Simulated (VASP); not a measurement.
# Pt (Fd-3m) in VASP: a series of runs, part 2 of 2

VASP 6.6.1. The steps go on from the part before.

### 5 Single point, r2SCAN (volume scaled by 1.04)

POSCAR reads:

```
Pt
1.0
    0.0000000000      2.8998944831      2.8998944831
    2.8998944831      0.0000000000      2.8998944831
    2.8998944831      2.8998944831      0.0000000000
Pt
2
Direct
    0.1250000000      0.1250000000      0.1250000000
    0.8750000000      0.8750000000      0.8750000000
```

INCAR.step1 reads:

```
SYSTEM = Pt
PREC = Accurate
ENCUT = 520
ISMEAR = -1
SIGMA = 0.1
LREAL = .False.
LASPH = .True.
NELM = 80
NBANDS = 17
GGA = PE
ALGO = Normal
EDIFF = 1E-4
LWAVE = .True.
LCHARG = .False.
```

INCAR.step2 reads:

```
SYSTEM = Pt
PREC = Accurate
ENCUT = 520
EDIFF = 1E-6
ISMEAR = -1
SIGMA = 0.1
LREAL = .False.
LASPH = .True.
NELM = 80
ALGO = Normal
ISIF = 2
LWAVE = .False.
LCHARG = .False.
METAGGA = R2SCAN
LMIXTAU = .True.
NBANDS = 17
ISTART = 1
```

KPOINTS reads:

```
regular mesh
0
Gamma
  11 11 11
  0 0 0
```

Potentials or basis: VASP PAW PBE potentials, release 64 (Pt).

The run is started by

```
$ cat potpaw_PBE.64/Pt/POTCAR > POTCAR
$ cp INCAR.step1 INCAR
$ mpirun -np 1 vasp_std > vasp.out
$ cp INCAR.step2 INCAR
$ mpirun -np 1 vasp_std > vasp.out
```

OUTCAR:

```text
SYSTEM = Pt
   PREC = Accurate
   ENCUT = 520
   EDIFF = 1E-6
   ISMEAR = -1
   LREAL = .False.
   LASPH = .True.
   NELM = 80
   ISIF = 2
   METAGGA = R2SCAN
   ISTART = 1

 ion  position               nearest neighbor table
   1  0.125  0.125  0.125-   2 2.51   2 2.51   2 2.51   2 2.51
   2  0.875  0.875  0.875-   1 2.51   1 2.51   1 2.51   1 2.51

  LATTYP: Found a face centered cubic cell.
 ALAT       =     5.7997889662

  Lattice vectors:

 A1 = (   0.0000000000,   2.8998944831,   2.8998944831)
 A2 = (   2.8998944831,   0.0000000000,   2.8998944831)
 A3 = (   2.8998944831,   2.8998944831,   0.0000000000)

Analysis of symmetry for initial positions (statically):
=====================================================================
 Subroutine PRICEL returns:
 Original cell was already a primitive cell.

 Routine SETGRP: Setting up the symmetry group for a
 face centered cubic supercell.

 Subroutine GETGRP returns: Found 48 space group operations
 (whereof 12 operations were pure point group operations)
 out of a pool of 48 trial point group operations.

The static configuration has the point symmetry D_3d.
 The point group associated with its full space group is O_h .

Analysis of symmetry for dynamics (positions and initial velocities):
=====================================================================
 Subroutine PRICEL returns:
 Original cell was already a primitive cell.

 Routine SETGRP: Setting up the symmetry group for a
 face centered cubic supercell.

 Subroutine GETGRP returns: Found 48 space group operations
 (whereof 12 operations were pure point group operations)
 out of a pool of 48 trial point group operations.

The dynamic configuration has the point symmetry D_3d.
 The point group associated with its full space group is O_h .

 Subroutine INISYM returns: Found 48 space group operations
 (whereof 12 operations are pure point group operations),
 and found     1 'primitive' translations

----------------------------------------------------------------------------------------

                                     Primitive cell

  volume of cell :      48.7727

  direct lattice vectors                    reciprocal lattice vectors
     0.000000000  2.899894483  2.899894483    -0.172420067  0.172420067  0.172420067
     2.899894483  0.000000000  2.899894483     0.172420067 -0.172420067  0.172420067
     2.899894483  2.899894483  0.000000000     0.172420067  0.172420067 -0.172420067

  length of vectors
     4.101070107  4.101070107  4.101070107     0.298640316  0.298640316  0.298640316

  position of ions in fractional coordinates (direct lattice)
     0.125000000  0.125000000  0.125000000
     0.875000000  0.875000000  0.875000000

  ion indices of the primitive-cell ions
   primitive index   ion index
                 1           1
                 2           2

----------------------------------------------------------------------------------------

 KPOINTS: regular mesh

Automatic generation of k-mesh.
 Grid dimensions read from file:
 generate k-points for:   11   11   11

 Generating k-lattice:

  Cartesian coordinates                     Fractional coordinates (reciprocal lattice)
    -0.015674552  0.015674552  0.015674552     0.090909091  0.000000000  0.000000000
     0.015674552 -0.015674552  0.015674552     0.000000000  0.090909091  0.000000000
     0.015674552  0.015674552 -0.015674552     0.000000000  0.000000000  0.090909091

  Length of vectors
     0.027149120  0.027149120  0.027149120

  Shift w.r.t. Gamma in fractional coordinates (k-lattice)
     0.000000000  0.000000000  0.000000000

 Subroutine IBZKPT returns following result:
 ===========================================

 Found     56 irreducible k-points:

 Following reciprocal coordinates:
            Coordinates               Weight
  0.000000  0.000000  0.000000      1.000000
  0.090909  0.000000  0.000000      8.000000
  0.181818  0.000000  0.000000      8.000000
  0.272727  0.000000  0.000000      8.000000
  0.363636  0.000000  0.000000      8.000000
  0.454545  0.000000  0.000000      8.000000
[... 16 lines left out ...]
 -0.272727  0.181818  0.000000     24.000000
 -0.181818  0.181818  0.000000     12.000000
 [... further k-points ...]
   k-points           NKPTS =     56   k-points in BZ     NKDIM =     56   number of bands    NBANDS=     17
   number of dos      NEDOS =    301   number of ions     NIONS =      2
   total plane-waves  NPLWV =  32768
   dimension x,y,z NGX =    32 NGY =   32 NGZ =   32
   dimension x,y,z NGXF=    64 NGYF=   64 NGZF=   64
   ions per type =               2
   NGX,Y,Z   is equivalent  to a cutoff of  12.97, 12.97, 12.97 a.u.
   NGXF,Y,Z  is equivalent  to a cutoff of  25.94, 25.94, 25.94 a.u.
 SYSTEM =  Pt
   PREC   = accura    normal or accurate (medium, high low for compatibility)
   ISTART =      1    job   : 0-new  1-cont  2-samecut
   ICHARG =      0    charge: 1-file 2-atom 10-const
   ISPIN  =      1    spin polarized calculation?
   LNONCOLLINEAR =      F non collinear calculations
   LSORBIT =      F    spin-orbit coupling
   LASPH  =      T    aspherical Exc in radial PAW
   ENCUT  =  520.0 eV  38.22 Ry    6.18 a.u.   7.63  7.63  7.63*2*pi/ulx,y,z
   NELM   =     80;   NELMIN=  2; NELMDL=  0     # of ELM steps
   EDIFF  = 0.1E-05   stopping-criterion for ELM
   LREAL  =      F    real-space projection
   EDIFFG = 0.1E-04   stopping-criterion for IOM
   NSW    =      0    number of steps for IOM
   IBRION =     -1    ionic relax: 0-MD 1-quasi-New 2-CG
   NFREE  =      0    steps in history (QN), initial steepest desc. (CG)
   ISIF   =      2    stress and relaxation
   ISYM   =      2    0-nonsym 1-usesym 2-fastsym
   POTIM  = 0.5000    time-step for ionic-motion
   TEBEG  =    0.0;   TEEND  =   0.0 temperature during run
   PSTRESS=    0.0 pullay stress
   NELECT =      20.0000    total number of electrons
   NUPDOWN=      -1.0000    fix difference up-down
   EMIN   =  10.00;   EMAX   =-10.00  energy-range for DOS
   EFERMI =   0.00;   METHOD = LEGACY
   ISMEAR =    -1;   SIGMA  =   0.10  broadening in eV -4-tet -1-fermi 0-gaus
   EFERMI_NEDOS =   21; number of points for ismear=-14 and -15
   IALGO  =     38    algorithm
   IMIX   =      4    mixing-type and parameters
     AMIX     =   0.40;   BMIX     =  1.00
     AMIX_MAG =   1.60;   BMIX_MAG =  1.00
  volume/ion in A,a.u.               =      24.39       164.57
  Fermi-wavevector in a.u.,A,eV,Ry     =   1.216259  2.298396 20.126898  1.479285
  Thomas-Fermi vector in A             =   2.351619
   LORBIT       =      0    0 simple, 1 ext, 2 COOP (PROOUT), +10 PAW based schemes
   METAGGA = R2SCAN    functional components
   LHFCALC =     F    Hartree Fock is set to
   AEXX    =    0.0000 exact exchange contribution
   IVDW    =     0    specifies the selected vdW correction
   LEPSILON=     F    determine dielectric tensor
   LRPA    =     F    only Hartree local field effects (RPA)
 non-spin polarized calculation
  energy-cutoff  :      520.00
  volume of cell :       48.77
 maximum number of plane-waves:      1363
   NGX = 15   NGY = 15   NGZ = 15

 number of electron      20.0000000 magnetization

 Free energy of the ion-electron system (eV)
  ---------------------------------------------------
  ext. energy  EPLUGINS =         0.00000000
  ---------------------------------------------------
  free energy    TOTEN  =      -100.81432334 eV

  energy without entropy =     -100.65767226  energy(sigma->0) =     -100.73599780

 E-fermi :   4.6780     XC(G=0): -11.0974

 val. band max:        4.6764716691   @ k =  -0.2727   0.3636   0.0909
 cond. band min:       4.6839392713   @ k =  -0.1818   0.0909   0.0000
 fundamental gap:      0.0074676022
 Fermi energy:         4.6779661852

 k-point     1 :       0.0000    0.0000    0.0000
  band No.  band energies     occupation
      1      -2.3877      2.00000
      2       0.1306      2.00000
      3       0.1306      2.00000
      4       0.2914      2.00000
      5       0.2914      2.00000
      6       0.2914      2.00000
[... 9 lines left out ...]
     16      16.6059      0.00000
     17      17.5212      0.00000
[... 441 lines left out ...]
 k-point    24 :      -0.1818    0.1818    0.0000
  band No.  band energies     occupation
      1      -1.2381      2.00000
      2      -0.2805      2.00000
      3       0.0888      2.00000
      4       0.1792      2.00000
      5       0.5284      2.00000
      6       1.0986      2.00000
[... 9 lines left out ...]
     16      17.4085      0.00000
     17      17.7020      0.00000

 [... further k-points ...]

------------------------ aborting loop because EDIFF is reached ----------------------------------------

  FORCE on cell =-STRESS in cart. coord.  units (eV):
  Direction    XX          YY          ZZ          XY          YZ          ZX
  --------------------------------------------------------------------------------------
  -------------------------------------------------------------------------------------
  Total       -1.3550518     -1.3550518     -1.3550518     -0.0000000     -0.0000000      0.0000000
  in kB      -44.5133115    -44.5133115    -44.5133115     -0.0000000     -0.0000000      0.0000000
  external PRESSURE =     -44.5133115 kB  Pullay stress =       0.0000000 kB

 VOLUME and BASIS-vectors are now :
 -----------------------------------------------------------------------------
  energy-cutoff  :      520.00
  volume of cell :       48.77
      direct lattice vectors                 reciprocal lattice vectors
     0.000000000  2.899894483  2.899894483    -0.172420067  0.172420067  0.172420067
     2.899894483  0.000000000  2.899894483     0.172420067 -0.172420067  0.172420067
     2.899894483  2.899894483  0.000000000     0.172420067  0.172420067 -0.172420067

 POSITION                                       TOTAL-FORCE (eV/Angst)
 -----------------------------------------------------------------------------------
      0.72497      0.72497      0.72497        -0.000000     -0.000000      0.000000
      5.07482      5.07482      5.07482         0.000000      0.000000     -0.000000
 -----------------------------------------------------------------------------------
    total drift:                                0.000000      0.000000     -0.000000

  FREE ENERGIE OF THE ION-ELECTRON SYSTEM (eV)
  ---------------------------------------------------
  free  energy   TOTEN  =      -100.8143233449 eV

  energy  without entropy=     -100.6576722604  energy(sigma->0) =     -100.73599780
```

OUTCAR.step1:

```text
SYSTEM = Pt
   PREC = Accurate
   ENCUT = 520
   ISMEAR = -1
   LREAL = .False.
   LASPH = .True.
[... 702 lines left out ...]
      0.72497      0.72497      0.72497        -0.000000     -0.000000     -0.000000
      5.07482      5.07482      5.07482         0.000000      0.000000      0.000000
 -----------------------------------------------------------------------------------
    total drift:                                0.000000      0.000000     -0.000000

  FREE ENERGIE OF THE ION-ELECTRON SYSTEM (eV)
  ---------------------------------------------------
  free  energy   TOTEN  =       -10.1384500164 eV

  energy  without entropy=       -9.9795693826  energy(sigma->0) =      -10.05900970
```

OSZICAR.step1:

```text
N       E                     dE             d eps       ncg     rms          rms(c)
DAV:   1     0.930132783339E+02    0.93013E+02   -0.96817E+03  1904   0.107E+03
DAV:   2    -0.882622380659E+01   -0.10184E+03   -0.96074E+02  2143   0.214E+02
DAV:   3    -0.108430975145E+02   -0.20169E+01   -0.19909E+01  2322   0.298E+01
DAV:   4    -0.108590081358E+02   -0.15911E-01   -0.15906E-01  2219   0.273E+00
DAV:   5    -0.108592786436E+02   -0.27051E-03   -0.27050E-03  2373   0.380E-01    0.119E+01
DAV:   6    -0.101783454433E+02    0.68093E+00   -0.19902E+00  2165   0.101E+01    0.714E+00
DAV:   7    -0.101473370458E+02    0.31008E-01   -0.43722E-02  2184   0.143E+00    0.368E+00
DAV:   8    -0.101384490693E+02    0.88880E-02   -0.72677E-03  1989   0.516E-01    0.108E-01
DAV:   9    -0.101384500164E+02   -0.94711E-06   -0.34340E-04  2146   0.127E-01
   1 F= -.10138450E+02 E0= -.10059010E+02  d E =-.158881E+00
```

Wall time 59 s (1 thread of Intel Xeon 6975P-C (Granite Rapids), shared host); peak memory 0.2 GiB.

What came out:

```
Free energy            : -100.8143 eV
Pressure               : -4.5 GPa
Band gap on the k mesh : zero (band 10 reaches 4.89 eV, above the bottom of band 11 at 4.28 eV)
```

Caveat: the PAW data sets were made with another functional, which shifts forces and pressure a little; spin-orbit coupling is left out, which moves the levels of the heavy elements.

### 6 Single point, r2SCAN (volume scaled by 1.08)

POSCAR reads:

```
Pt
1.0
    0.0000000000      2.9366059054      2.9366059054
    2.9366059054      0.0000000000      2.9366059054
    2.9366059054      2.9366059054      0.0000000000
Pt
2
Direct
    0.1250000000      0.1250000000      0.1250000000
    0.8750000000      0.8750000000      0.8750000000
```

INCAR.step1 reads:

```
SYSTEM = Pt
PREC = Accurate
ENCUT = 520
ISMEAR = -1
SIGMA = 0.1
LREAL = .FALSE.
LASPH = .TRUE.
NELM = 100
NBANDS = 17
GGA = PE
ALGO = Normal
EDIFF = 1E-4
LWAVE = .TRUE.
LCHARG = .FALSE.
```

INCAR.step2 reads:

```
SYSTEM = Pt
PREC = Accurate
ENCUT = 520
EDIFF = 1E-7
ISMEAR = -1
SIGMA = 0.1
LREAL = .FALSE.
LASPH = .TRUE.
NELM = 100
ALGO = Normal
ISIF = 2
LWAVE = .FALSE.
LCHARG = .TRUE.
METAGGA = R2SCAN
LMIXTAU = .TRUE.
LELF = .TRUE.
LVHAR = .TRUE.
NBANDS = 17
ISTART = 1
```

KPOINTS reads:

```
Automatic mesh
0
G
  11 11 11
  0 0 0
```

Potentials or basis: VASP PAW PBE potentials, release 64 (Pt).

The run is started by

```
$ cat potpaw_PBE.64/Pt/POTCAR > POTCAR
$ cp INCAR.step1 INCAR
$ mpirun -np 1 vasp_std > vasp.out
$ cp INCAR.step2 INCAR
$ mpirun -np 1 vasp_std > vasp.out
```

Wall time 66 s (1 thread of Intel Xeon 6975P-C (Granite Rapids), shared host); peak memory 0.2 GiB.

Results (log left out):

* Free energy: -100.7413 eV
* Pressure: -7.9 GPa
* Band gap on the k mesh: zero (band 10 reaches 4.43 eV, above the bottom of band 11 at 3.85 eV)

Levels at points of the mesh, in eV from the Fermi level:
```
           k point  band 6  band 7  band 8  band 9  band 10  band 11  band 12  band 13  band 14  band 15
(0.00, 0.00, 0.00)   -4.16   -1.73   -1.73   -1.73    -0.15    -0.15    10.61    10.83    11.61    11.61
```

Caveat: the PAW data sets were made with another functional, which shifts forces and pressure a little; spin-orbit coupling is left out, which moves the levels of the heavy elements.

### 7 Overview

| cell | gap on the mesh (eV) | pressure (GPa) |
| --- | --- | --- |
| a = 3.937 Å, angles 60.0°, 2 atoms | none | 13.4 |
| a = 3.993 Å, angles 60.0°, 2 atoms | none | 5.9 |
| a = 4.048 Å, angles 60.0°, 2 atoms | none | 0.1 |
| a = 4.101 Å, angles 60.0°, 2 atoms | none | -4.5 |
| a = 4.153 Å, angles 60.0°, 2 atoms | none | -7.9 |

Alike in all rows: task single point; level r2SCAN; potentials or basis VASP PAW PBE potentials, release 64 (Pt); no spin polarisation; k mesh 11 × 11 × 11; cutoff (eV) 520; smearing fermi-dirac 0.1 eV.

Caveats: the PAW data sets were made with another functional, which shifts forces and pressure a little; spin-orbit coupling is left out, which moves the levels of the heavy elements.

Total energies depend on the potentials used, so only differences within one code and one set of settings carry meaning.
